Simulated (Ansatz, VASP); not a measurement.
# Ag: VASP beside Ansatz

File INCAR:

```
ALGO = Normal
EDIFF = 1E-8
ENCUT = 520
GGA = PE
ISIF = 2
ISMEAR = -1
LASPH = True
LCHARG = False
LEFG = True
LREAL = False
LWAVE = False
NBANDS = 24
NELM = 60
PREC = Accurate
SIGMA = 0.05
```

KPOINTS

```
k-points
0
Gamma
  12 12 12
```

The input POSCAR:

```
Ag
1.0
    1.4730471633      0.8504641762      7.2046500000
   -1.4730471633      0.8504641762      7.2046500000
    0.0000000000     -1.7009283525      7.2046500000
Ag
3
Direct
    0.0000000000      0.0000000000      0.0000000000
    0.7777190000      0.7777190000      0.7777190000
    0.2222810000      0.2222810000      0.2222810000
```

Input for Ansatz:

```yaml
crystal:
  lattice:
    - [1.4730471633, 0.8504641762, 7.20465]
    - [-1.4730471633, 0.8504641762, 7.20465]
    - [0.0, -1.7009283525, 7.20465]
  atoms:
    - { symbol: Ag, position: [0.0, 0.0, 0.0] }
    - { symbol: Ag, position: [0.777719, 0.777719, 0.777719] }
    - { symbol: Ag, position: [0.222281, 0.222281, 0.222281] }
kpoints:
  mp_grid: { grid: [12, 12, 12] }
scf:
  occupations: { method: fermi_dirac, width: 0.05 }
hamiltonian:
  xc: pbe
  pseudopotentials: { kind: paw }
output:
  forces: true
  stress: true
  eigenvalues: true
  efg: { contact_densities: true }
  populations: true
```

Change from the starting cell: shortest bond scaled by 1, PAW files.

Alike in both runs: task electric field gradients; functional PBE; k mesh 12 × 12 × 12; occupations fermi-dirac, width 0.05 eV; no spin polarisation.

|  | VASP | Ansatz |
| --- | --- | --- |
| version | VASP 6.6.1 | Ansatz 0.2.0 |
| potentials or method | VASP PAW PBE potentials, release 64 (Ag) | PAW with Ansatz's default frozen-core files, scalar-relativistic |
| plane-wave cutoff (eV) | 520 | 420 |
| valence electrons in the cell | 33 | 57 |

VASP gave:

```
pressure (GPa)                                                : -0.9
traceless stress, the component that is largest in VASP (GPa) : -0.25
size of Vzz on the site where it differs most (V/Å²)          : 3.0
```

Task: Estimate Ansatz's values.

Result: Pressure (GPa): -0.8; traceless stress, the component that is largest in VASP (GPa): -0.24; size of Vzz on the site where it differs most (V/Å²): 3.6.

With one functional, cell and mesh, what is left measures potentials, basis and numerics. VASP's potentials hold 33 valence electrons a cell and Ansatz's 57, so a difference there can come from the potentials and not from the codes.
